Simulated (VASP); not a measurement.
# SnBi3 (Fm-3m) in VASP: vibrations by perturbation theory with LDA

Aim: the vibrations by perturbation theory of SnBi3 with LDA.

All numbers are computed with VASP 6.6.1; they aren't measurements. Logs are shortened: lines on timing, memory, paths and dates and some standing lists are left out, and cuts for length are marked.

## (1) The cell of the first run

It takes space group Fm-3m (No. 225, cubic). The conventional cell has a = 7.905 Å, b = 7.905 Å, c = 7.905 Å, α = 90.00°, β = 90.00°, γ = 90.00°. Within 4.5 Å of Sn (site symmetry m-3m) lie 14 Bi at 3.42 to 3.95 Å. Bi (site symmetry -43m) has 4 Sn at 3.42 Å and 10 Bi at 3.42 to 3.95 Å within 4.5 Å. Within 4.5 Å of Bi (site symmetry m-3m) lie 8 Bi at 3.42 Å and 6 Sn at 3.95 Å.

## (2) Vibrations by perturbation theory, LDA

File INCAR:

```
SYSTEM = SnBi3
PREC = Accurate
ENCUT = 520
EDIFF = 1E-8
ISMEAR = 1
SIGMA = 0.1
LREAL = .FALSE.
LASPH = .TRUE.
NELM = 100
ALGO = Normal
ISIF = 2
LWAVE = .FALSE.
LCHARG = .FALSE.
IBRION = 8
NSW = 1
```

File KPOINTS:

```
regular mesh
0
G
  6 6 6
  0 0 0
```

File POSCAR:

```
SnBi3
1.0
    0.0000000000      3.9524930000      3.9524930000
    3.9524930000      0.0000000000      3.9524930000
    3.9524930000      3.9524930000      0.0000000000
Sn Bi
1 3
Direct
    0.0000000000      0.0000000000      0.0000000000
    0.2500000000      0.2500000000      0.2500000000
    0.7500000000      0.7500000000      0.7500000000
    0.5000000000      0.5000000000      0.5000000000
```

Potentials or basis: VASP PAW LDA potentials, release 64 (Sn_d, Bi_d).

Launch:

```console
cat potpaw_LDA.64/Sn_d/POTCAR potpaw_LDA.64/Bi_d/POTCAR > POTCAR
mpirun -np 1 vasp_std > vasp.out
```

OUTCAR:

```text
SYSTEM = SnBi3
   PREC = Accurate
   ENCUT = 520
   EDIFF = 1E-8
   ISMEAR = 1
   LREAL = .FALSE.
   LASPH = .TRUE.
   NELM = 100
   ISIF = 2
   IBRION = 8
   NSW = 1

 ion  position               nearest neighbor table
   1  0.000  0.000  0.000-   3 3.42   3 3.42   3 3.42   2 3.42   2 3.42   2 3.42   3 3.42   2 3.42

   2  0.250  0.250  0.250-   1 3.42   1 3.42   1 3.42   4 3.42   4 3.42   4 3.42   4 3.42   1 3.42

   3  0.750  0.750  0.750-   4 3.42   4 3.42   4 3.42   1 3.42   1 3.42   1 3.42   4 3.42   1 3.42

   4  0.500  0.500  0.500-   2 3.42   2 3.42   2 3.42   3 3.42   3 3.42   3 3.42   3 3.42   2 3.42

  LATTYP: Found a face centered cubic cell.
 ALAT       =     7.9049860000

  Lattice vectors:

 A1 = (   0.0000000000,   3.9524930000,   3.9524930000)
 A2 = (   3.9524930000,   0.0000000000,   3.9524930000)
 A3 = (   3.9524930000,   3.9524930000,   0.0000000000)

Analysis of symmetry for initial positions (statically):
=====================================================================
 Subroutine PRICEL returns:
 Original cell was already a primitive cell.

 Routine SETGRP: Setting up the symmetry group for a
 face centered cubic supercell.

 Subroutine GETGRP returns: Found 48 space group operations
 (whereof 48 operations were pure point group operations)
 out of a pool of 48 trial point group operations.

The static configuration has the point symmetry O_h .

Analysis of symmetry for dynamics (positions and initial velocities):
=====================================================================
 Subroutine PRICEL returns:
 Original cell was already a primitive cell.

 Routine SETGRP: Setting up the symmetry group for a
 face centered cubic supercell.

 Subroutine GETGRP returns: Found 48 space group operations
 (whereof 48 operations were pure point group operations)
 out of a pool of 48 trial point group operations.
[... 788 lines left out ...]
    total drift:                               -0.000000     -0.000000      0.000000

  FREE ENERGIE OF THE ION-ELECTRON SYSTEM (eV)
  ---------------------------------------------------
  free  energy   TOTEN  =       -17.5330317365 eV

  energy  without entropy=      -17.5302206454  energy(sigma->0) =      -17.53209471

[... ionic steps 2 to 12 ...]

--------------------------------------- Ionic step       13  -------------------------------------------

 Free energy of the ion-electron system (eV)
  ---------------------------------------------------
  ---------------------------------------------------
  free energy    TOTEN  =        -0.34607674 eV

  energy without entropy =       -0.34607674

------------------------ aborting loop because EDIFF is reached ----------------------------------------

 INTERNAL STRAIN TENSOR  FOR ION    4  DIRECTION 1   (eV/Angst):
 -----------------------------------------------------------------------------
     0.25981 -0.00000 -0.00000
    -0.00000 -0.13367  0.00000
     0.00000  0.00000 -0.13367

 INTERNAL STRAIN TENSOR FOR ION    4 for displacements in x,y,z  (eV/Angst):
          X           Y           Z          XY          YZ          ZX
  --------------------------------------------------------------------------------
  x     0.00000     0.00000     0.00000     0.00000     0.00000     0.00000
  y     0.00000     0.00000     0.00000     0.00000     0.00000     0.00000
  z     0.00000     0.00000     0.00000     0.00000     0.00000     0.00000

 SECOND DERIVATIVES (NOT SYMMETRIZED)
 ------------------------------------
               1X          1Y          1Z          2X          2Y          2Z          3X          3Y          3Z          4X          4Y          4Z
  1X     0.251881    0.000000    0.000000   -0.239305    0.000000    0.000000   -0.239305    0.000000    0.000000    0.226730    0.000000    0.000000
  1Y     0.000000    0.251881    0.000000    0.000000   -0.239305    0.000000    0.000000   -0.239305    0.000000    0.000000    0.226730    0.000000
  1Z     0.000000    0.000000    0.251881    0.000000    0.000000   -0.239305    0.000000    0.000000   -0.239305    0.000000    0.000000    0.226730
  2X    -0.262910    0.000000    0.000000    0.692499    0.000000    0.000000    0.008996    0.000000    0.000000   -0.438585    0.000000    0.000000
  2Y     0.000000   -0.262910    0.000000    0.000000    0.692499    0.000000    0.000000    0.008996   -0.000000    0.000000   -0.438585    0.000000
  2Z     0.000000    0.000000   -0.262910    0.000000    0.000000    0.692499    0.000000   -0.000000    0.008996    0.000000    0.000000   -0.438585
  3X    -0.262910    0.000000    0.000000    0.008996    0.000000    0.000000    0.692499    0.000000    0.000000   -0.438585    0.000000    0.000000
  3Y     0.000000   -0.262910    0.000000    0.000000    0.008996   -0.000000    0.000000    0.692499    0.000000    0.000000   -0.438585    0.000000
  3Z     0.000000    0.000000   -0.262910    0.000000   -0.000000    0.008996    0.000000    0.000000    0.692499    0.000000    0.000000   -0.438585
  4X     0.215972    0.000000    0.000000   -0.456706    0.000000    0.000000   -0.456706    0.000000    0.000000    0.697441    0.000000    0.000000
  4Y     0.000000    0.215972    0.000000    0.000000   -0.456706    0.000000    0.000000   -0.456706    0.000000    0.000000    0.697441    0.000000
  4Z     0.000000    0.000000    0.215972    0.000000    0.000000   -0.456706    0.000000    0.000000   -0.456706    0.000000    0.000000    0.697441

 Eigenvectors and eigenvalues of the dynamical matrix
 ----------------------------------------------------

   1 f  =    0.051102 THz     0.321085 2PiTHz    1.704589 cm-1     0.211342 meV
             X         Y         Z           dx          dy          dz
      0.000000  0.000000  0.000000    -0.231464    0.412949   -0.000358
      1.976247  1.976247  1.976247    -0.256821    0.458189   -0.000397
      5.928739  5.928739  5.928739    -0.256821    0.458189   -0.000397
      3.952493  3.952493  3.952493    -0.231467    0.412954   -0.000358
[... 71 lines left out ...]
  12 f/i=    1.363677 THz     8.568238 2PiTHz   45.487382 cm-1     5.639714 meV
             X         Y         Z           dx          dy          dz
      0.000000  0.000000  0.000000    -0.000000    0.000000    0.429574
      1.976247  1.976247  1.976247     0.000000   -0.000000   -0.469437
      5.928739  5.928739  5.928739     0.000000   -0.000000   -0.469437
      3.952493  3.952493  3.952493    -0.000000    0.000000    0.612148

--------------------------------------------------------------------------------------------------------

 ELASTIC MODULI CONTR FROM IONIC RELAXATION (kBar)
 Direction    XX          YY          ZZ          XY          YZ          ZX
 --------------------------------------------------------------------------------
 XX           0.0000      0.0000      0.0000      0.0000      0.0000      0.0000
 YY           0.0000      0.0000      0.0000      0.0000      0.0000      0.0000
 ZZ           0.0000      0.0000      0.0000      0.0000      0.0000      0.0000
 XY           0.0000      0.0000      0.0000      0.0000      0.0000      0.0000
 YZ           0.0000      0.0000      0.0000      0.0000      0.0000     -0.0000
 ZX           0.0000      0.0000      0.0000      0.0000      0.0000      0.0000
 --------------------------------------------------------------------------------
```

OSZICAR:

```text
N       E                     dE             d eps       ncg     rms          rms(c)
DAV:   1     0.680467541779E+03    0.68047E+03   -0.30617E+04  1120   0.221E+03
DAV:   2     0.650045026254E+02   -0.61546E+03   -0.60900E+03  1120   0.581E+02
DAV:   3    -0.133911521116E+02   -0.78396E+02   -0.77179E+02  1288   0.218E+02
DAV:   4    -0.173718946492E+02   -0.39807E+01   -0.39251E+01  1259   0.506E+01
[... 67 lines left out ...]
RMM:  12    -0.346076717269E+00   -0.13847E-07    0.10671E-07  3982   0.127E-04    0.221E-06
RMM:  13    -0.346076749574E+00   -0.32305E-07    0.54132E-08  3841   0.936E-05    0.190E-06
RMM:  14    -0.346076739023E+00    0.10551E-07    0.23658E-08  3500   0.761E-05    0.755E-07
RMM:  15    -0.346076740183E+00   -0.11599E-08    0.30716E-08  3211   0.660E-05    0.832E-07
 Linear response finished
```

stdout:

```text
POSCAR found type information on POSCAR SnBi
 POSCAR found :  2 types and       4 ions
 scaLAPACK will be used
 LDA part: xc-table for (Slater(with rela. corr.)+CA(PZ))
 , standard interpolation
 POSCAR, INCAR and KPOINTS ok, starting setup
 FFT: planning ... GRIDC
 FFT: planning ... GRID_SOFT
 FFT: planning ... GRID
 WAVECAR not read
 entering main loop
 Linear response reoptimize wavefunctions to high precision
 Linear response DOF=           3
 Linear response progress:
 first order change of Fermi-energy   0.18789E-03
 force on displaced ion       1 direction 1 :   0.252   0.000   0.000
 Linear response progress:
 first order change of Fermi-energy   0.35938E-04
 force on displaced ion       2 direction 1 :   0.692  -0.000  -0.000
 Linear response progress:
 first order change of Fermi-energy  -0.13836E-03
 force on displaced ion       4 direction 1 :   0.697   0.000   0.000
 Linear response finished
```

It took 8.4 min on 1 thread of Intel Xeon 6975P-C (Granite Rapids), shared host; peak memory 0.55 GiB.

What came out:

| Quantity | Value |
| --- | --- |
| Highest phonon frequency at Γ, LO-TO splitting left out | 2 cm⁻¹ |
| Most unstable mode | 45i cm⁻¹ |

Phonon frequencies in cm⁻¹ (negative: imaginary):
```tsv
q point	frequencies
(0.000, 0.000, 0.000)	-45 -45 -45 -30 -30 -30 -18 -18 -18 2 2 2
```

Caveat: the cell wasn't relaxed at this level first, which shifts response properties; some modes are imaginary; spin-orbit coupling is left out, which moves the levels of the heavy elements.
